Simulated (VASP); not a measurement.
# WC (P1) in VASP: notebook, part 3 of 3

VASP 6.6.1.

### Step 4. Single point, PBE

The input, INCAR:

```
PREC     = Accurate       # precision mode
ENCUT    = 520            # plane-wave cutoff, eV
EDIFF    = 1E-6           # SCF threshold, eV
ISMEAR   = -1             # smearing method
SIGMA    = 0.24           # smearing width, eV
LREAL    = Auto         
LASPH    = T              # aspherical terms in the spheres
NELM     = 100            # most SCF steps
ALGO     = Normal         # electronic algorithm
ISIF     = 2              # what is computed and relaxed
LWAVE    = F              # write WAVECAR
LCHARG   = F              # write CHGCAR
GGA      = PE             # functional
NBANDS   = 86             # bands
```

The input, KPOINTS:

```
regular mesh
0
Gamma
  2 2 2
```

The input, POSCAR:

```
WC
1.0
   -2.9713940000     -5.1466060000      0.0000000000
    4.4570910000     -2.5733030000      0.0000000000
    0.0000000000      0.0000000000      5.8387320000
W C
8 8
Direct
    0.7615085422      0.5387688771      0.0314794377
    0.7181107251      0.5391386220      0.5161223362
    0.4986674240      0.0499961503     -0.0136844781
    0.5136598263      0.0179905965      0.4885649829
    0.2183779688      0.5121023973     -0.0113894592
    0.2197673858      0.5555676318      0.4665567798
    0.0013787490      0.0435254309      0.0101734418
   -0.0198718081      0.0037587361      0.4938058469
    0.4678190523      0.7087077031      0.2358731314
    0.5798577241      0.7499702748      0.7764185786
    0.2493368441      0.1803369064      0.2272239932
    0.2628728042      0.1585111619      0.7275723565
   -0.0072348800      0.7124831692      0.2607072906
    0.0338745479      0.7042159624      0.7820876177
    0.7841349657      0.2022561201      0.2731072431
    0.7577935771      0.1890702452      0.7699959512
```

Potentials or basis: VASP PAW PBE potentials, release 64 (W_sv, C).

The run is started by

```
$ cat potpaw_PBE.64/W_sv/POTCAR potpaw_PBE.64/C/POTCAR > POTCAR
$ mpirun -np 1 vasp_std > vasp.out
```

OUTCAR:

```text
PREC = Accurate
   ENCUT = 520
   EDIFF = 1E-6
   ISMEAR = -1
   LREAL = Auto
   LASPH = T
   NELM = 100
   ISIF = 2
   GGA = PE

 ion  position               nearest neighbor table
   1  0.762  0.539  0.031-  13 2.12  10 2.14  15 2.24   9 2.29  14 2.34  16 2.36   5 2.73   2 2.84
                             7 2.92   7 2.97   3 2.97   2 3.02   3 3.07   5 3.24
   2  0.718  0.539  0.516-  10 2.04  15 2.27  16 2.34   9 2.38  13 2.38  14 2.58   4 2.75   1 2.84
                             8 2.86   4 2.95   6 2.98   6 3.00   1 3.02   8 3.17
   3  0.499  0.050  0.986-  10 2.03  16 2.12  12 2.13  11 2.15   9 2.29  15 2.51   5 2.90   4 2.91
                             4 2.94   7 2.96   1 2.97   7 2.99   1 3.07   5 3.23
[... 927 lines left out ...]
  external PRESSURE =     -15.7616959 kB  Pullay stress =       0.0000000 kB

 VOLUME and BASIS-vectors are now :
 -----------------------------------------------------------------------------
  energy-cutoff  :      520.00
  volume of cell :      178.58
      direct lattice vectors                 reciprocal lattice vectors
    -2.971394000 -5.146606000  0.000000000    -0.084135594 -0.145727106  0.000000000
     4.457091000 -2.573303000  0.000000000     0.168271189 -0.097151404  0.000000000
     0.000000000  0.000000000  5.838732000     0.000000000  0.000000000  0.171270063

 POSITION                                       TOTAL-FORCE (eV/Angst)
 -----------------------------------------------------------------------------------
      0.13860     -5.30560      0.18380         0.723949      2.003119     -2.974586
      0.26920     -5.08320      3.01350        -2.485991     -1.352265     -1.042703
     -1.25890     -2.69510      5.75883        -1.477383      0.324743      1.708134
     -1.44610     -2.68990      2.85260         2.422910      0.912060      0.660830
      1.63360     -2.44170      5.77223        -2.063314     -4.825593      1.607838
      1.82320     -2.56070      2.72410        -4.926614     -0.786152      3.732245
[... 8 lines left out ...]
     -1.42850     -4.55610      1.59460         2.366822      2.505536     -1.479034
     -1.40900     -4.38660      4.49580         1.453253     -0.806733     -1.181953
 -----------------------------------------------------------------------------------
    total drift:                               -0.015862     -0.014130     -0.005629

  FREE ENERGIE OF THE ION-ELECTRON SYSTEM (eV)
  ---------------------------------------------------
  free  energy   TOTEN  =      -172.2901736898 eV

  energy  without entropy=     -171.2557239613  energy(sigma->0) =     -171.77294883
```

OSZICAR:

```text
N       E                     dE             d eps       ncg     rms          rms(c)
DAV:   1     0.191073752913E+04    0.19107E+04   -0.78444E+04  1376   0.190E+03
DAV:   2    -0.399696514878E+01   -0.19147E+04   -0.18568E+04  1376   0.608E+02
DAV:   3    -0.187336542616E+03   -0.18334E+03   -0.17404E+03  1616   0.166E+02
DAV:   4    -0.196607168435E+03   -0.92706E+01   -0.89851E+01  1648   0.323E+01
DAV:   5    -0.196894072701E+03   -0.28690E+00   -0.28473E+00  1664   0.547E+00    0.845E+01
DAV:   6    -0.173750386340E+03    0.23144E+02   -0.16231E+02  1762   0.406E+01    0.253E+01
DAV:   7    -0.172902239643E+03    0.84815E+00   -0.16708E+01  1712   0.171E+01    0.153E+01
DAV:   8    -0.172573516310E+03    0.32872E+00   -0.53206E+00  1712   0.111E+01    0.686E+00
DAV:   9    -0.172296012936E+03    0.27750E+00   -0.12884E+00  1728   0.530E+00    0.118E+00
DAV:  10    -0.172290909356E+03    0.51036E-02   -0.13850E-01  1720   0.200E+00    0.525E-01
DAV:  11    -0.172290299555E+03    0.60980E-03   -0.21601E-02  1784   0.819E-01    0.321E-01
DAV:  12    -0.172290188333E+03    0.11122E-03   -0.37025E-03  1704   0.380E-01    0.139E-01
DAV:  13    -0.172290180215E+03    0.81174E-05   -0.87043E-04  1736   0.197E-01    0.513E-02
DAV:  14    -0.172290174253E+03    0.59625E-05   -0.20689E-04  1760   0.975E-02    0.286E-02
DAV:  15    -0.172290175395E+03   -0.11422E-05   -0.37819E-05  1744   0.399E-02    0.129E-02
DAV:  16    -0.172290174587E+03    0.80833E-06   -0.10497E-05  1664   0.205E-02    0.628E-03
DAV:  17    -0.172290173690E+03    0.89693E-06   -0.20263E-06   936   0.103E-02
   1 F= -.17229017E+03 E0= -.17177295E+03  d E =-.103445E+01
```

Wall time 7.9 min (1 thread of Intel Xeon 8259CL, shared host); peak memory 0.33 GiB.

What came out:

* Free energy: -172.2902 eV
* Pressure: -1.6 GPa
* Largest force: 6.231 eV/Å
* Band gap on the k mesh: zero (bands 72 and 73 overlap by 0.30 eV)

Forces in eV/Å, atoms in the order of the input:
```
W    0.724  2.003 -2.975
W   -2.486 -1.352 -1.043
W   -1.477  0.325  1.708
W    2.423  0.912  0.661
W   -2.063 -4.826  1.608
W   -4.927 -0.786  3.732
W   -1.929  1.170 -2.222
W    1.450 -4.744  3.307
C   -1.241 -0.781  0.627
C   -0.029  3.100 -0.667
C    1.252 -0.669  2.004
C    2.453  0.107  0.590
C   -0.323  1.699 -1.620
C    2.354  2.143 -3.050
C    2.367  2.506 -1.479
C    1.453 -0.807 -1.182
```

Levels at points of the mesh, in eV from the Fermi level:
```tsv
k point	band 69	band 70	band 71	band 72	band 73	band 74	band 75	band 76
(0.00, 0.00, 0.00)	-0.72	-0.48	-0.29	-0.12	0.13	0.61	0.69	0.92
(0.50, 0.00, 0.00)	-1.04	-0.80	-0.12	0.15	0.32	0.33	0.38	1.03
(0.00, 0.50, 0.00)	-0.92	-0.69	-0.51	0.24	0.71	0.94	1.31	1.40
(0.50, 0.50, 0.00)	-1.51	-1.38	-1.21	-0.90	0.67	0.88	1.30	1.48
(0.00, 0.00, 0.50)	-1.24	-0.94	-0.26	-0.19	0.21	0.32	0.79	1.04
(0.50, 0.00, 0.50)	-1.16	-0.89	-0.68	-0.56	-0.07	0.04	0.35	0.50
(0.00, 0.50, 0.50)	-1.29	-1.09	-0.65	-0.49	0.33	0.49	0.75	1.15
(0.50, 0.50, 0.50)	-1.46	-1.26	-1.13	-0.88	0.35	0.54	0.98	1.24
```

Caveat: the k points lie up to 0.61 Å⁻¹ apart; spin-orbit coupling is left out, which moves the levels of the heavy elements; forces of over 1 eV/Å act on the atoms, so gaps and moduli don't describe the material at rest.

### Step 5. Single point, PBE

The input, INCAR:

```
  PREC = Accurate
  ENCUT = 520
  EDIFF = 1E-6
  ISMEAR = -1
  SIGMA = 0.24
  LREAL = Auto
  LASPH = True
  NELM = 60
  ALGO = Normal
  ISIF = 2
  LWAVE = False
  LCHARG = False
  GGA = PE
  NBANDS = 86
```

KPOINTS is that of step 4.

The input, POSCAR:

```
WC
1.0
   -2.9713940000     -5.1466060000      0.0000000000
    4.4570910000     -2.5733030000      0.0000000000
    0.0000000000      0.0000000000      5.8387320000
W C
8 8
Direct
    0.7195360118      0.5543582099      0.0010961284
    0.7578350859      0.5404032871      0.4910483989
    0.4708049064      0.0437385896      0.0391694635
    0.4920333586      0.0318649472      0.5216714862
    0.2578384844      0.5449832022     -0.0035452903
    0.2510419592      0.5446253109      0.5040991777
   -0.0106743396      0.0407400996     -0.0034767823
    0.0200531501      0.0861516648      0.4925727024
    0.4735042142      0.6898372910      0.2381167692
    0.5386333454      0.7442055571      0.7566540132
    0.2405250908      0.2381810943      0.2316941418
    0.2711519940      0.2198293479      0.7888699122
   -0.0163626836      0.7153499940      0.2427239339
   -0.0105023134      0.6873078178      0.7699103161
    0.7543790300      0.2031274039      0.2841027812
    0.7762459489      0.2156636594      0.7503341479
```

The run is started by

```
$ cat potpaw_PBE.64/W_sv/POTCAR potpaw_PBE.64/C/POTCAR > POTCAR
$ mpirun -np 1 vasp_std > vasp.out
```

Wall time 7.8 min (1 thread of Intel Xeon 8259CL, shared host); peak memory 0.33 GiB.

The run converged. Its results:

```
Free energy            : -174.5244 eV
Pressure               : -7.8 GPa
Largest force          : 5.243 eV/Å
Band gap on the k mesh : zero (bands 72 and 73 overlap by 0.06 eV)
```

Forces on the atoms (eV/Å):
```
W   -3.352 -2.972  0.103
W    1.018  0.183  1.991
W   -2.040 -3.731 -3.066
W    1.179 -2.399 -0.720
W    2.360  2.371  0.186
W    0.983  0.101  0.240
W    0.240 -0.515  0.802
W   -2.496  3.457  1.907
C    0.544 -2.272  2.747
C   -0.322  2.901 -0.607
C   -0.495  1.348  2.124
C    0.001  1.463 -2.938
C   -0.273 -0.532  0.486
C    0.686 -1.711 -1.160
C    0.764  1.139 -2.016
C    1.203  1.170 -0.077
```

Stress tensor (GPa, compression positive):
```
 -2.44   1.02  -2.57
  1.02  -8.43  -0.51
 -2.57  -0.51 -12.40
```

Levels at points of the mesh, in eV from the Fermi level:
```tsv
k point	band 69	band 70	band 71	band 72	band 73	band 74	band 75	band 76
(0.00, 0.00, 0.00)	-0.79	-0.67	-0.57	-0.20	-0.03	0.60	0.82	1.42
(0.50, 0.00, 0.00)	-1.03	-0.83	-0.47	0.02	0.31	0.48	0.64	1.00
(0.00, 0.50, 0.00)	-0.93	-0.64	-0.41	0.00	0.88	1.23	1.26	1.62
(0.50, 0.50, 0.00)	-1.55	-1.41	-1.18	-1.08	0.79	1.06	1.24	1.55
(0.00, 0.00, 0.50)	-1.30	-1.05	-0.36	-0.07	0.33	0.57	0.59	0.96
(0.50, 0.00, 0.50)	-1.27	-1.13	-0.82	-0.76	0.15	0.27	0.41	0.51
(0.00, 0.50, 0.50)	-1.38	-1.12	-1.09	-0.97	0.38	0.65	0.81	1.02
(0.50, 0.50, 0.50)	-1.59	-1.44	-1.21	-0.72	0.66	0.88	0.92	1.28
```

Caveat: the k points lie up to 0.61 Å⁻¹ apart; the atoms stand as in a frame of molecular dynamics; spin-orbit coupling is left out, which moves the levels of the heavy elements; forces of over 1 eV/Å act on the atoms, so gaps and moduli don't describe the material at rest.

### Step 6. The runs side by side

```csv
cell,gap on the mesh (eV),pressure (GPa),largest force (eV/Å)
"as given, atomic positions A",none,-1.5,5.96
"as given, atomic positions B",none,-3.0,5.49
"as given, atomic positions C",none,-1.6,6.23
"as given, atomic positions D",none,-7.8,5.24
```

Alike in all rows: task single point; level PBE; potentials or basis VASP PAW PBE potentials, release 64 (W_sv, C); no spin polarisation; k mesh 2 × 2 × 2; cutoff (eV) 520; smearing fermi-dirac 0.24 eV.

Caveats: all runs use coarse meshes; spin-orbit coupling is left out, which moves the levels of the heavy elements; forces of over 1 eV/Å act on the atoms, so gaps and moduli don't describe the material at rest; the atoms stand as in a frame of molecular dynamics (at least some runs).

Absolute energies hang on the potentials; compare differences alone.
